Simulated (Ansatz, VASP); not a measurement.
Two plane-wave programs on BaTe

```
Ba Te
1.0
     4.86283   -0.00112   -0.00118
    -2.43237    4.20672   -0.00114
    -0.00481   -0.00789   17.21059
Ba Te
4 4
Direct
  0.66562 0.33241 0.37503
  0.66768 0.33364 0.87498
  0.33346 0.66653 0.12513
  0.33313 0.66741 0.62493
  0.00104 0.00002 0.00001
  0.99931 0.99966 0.49998
  0.99918 0.99922 0.25001
  0.00058 0.00110 0.74993
```

Change from the starting cell: cell x2, atoms moved at random (sigma 0.15 Å) and cell strained at random (1.5 %), then relaxed without symmetry.

Alike in both runs: functional PBE; k mesh 3 × 3 × 1; occupations gaussian, width 0.1 eV; no spin polarisation.

Ansatz relaxed the structure, and its values are those at the end. VASP's run is a single point on that final structure, the one shown.

|  | VASP | Ansatz |
| --- | --- | --- |
| version | VASP 6.6.1 | Ansatz 0.2.0 |
| potentials or method | VASP PAW PBE potentials, release 64 (Ba_sv, Te), cutoff 520 eV | scalar-relativistic, plane waves, PAW |
| valence electrons in the cell | 64 | 104 |

VASP gave:

* gap on the k mesh at the Fermi level (eV): 1.44
* least direct gap on the mesh (eV): 1.72
* pressure (GPa): 0.3

Q: Which values does Ansatz return?

A: gap on the k mesh at the Fermi level (eV): 1.50; least direct gap on the mesh (eV): 1.77; pressure (GPa): 0.0.

The functional is the same, so the differences come from potentials, cutoffs and numerics. VASP's potentials hold 64 valence electrons a cell and Ansatz's 104, so a difference there can come from the potentials and not from the codes.

The k mesh is coarse, so the values compare programs but aren't converged. Neither program's run includes spin-orbit coupling.
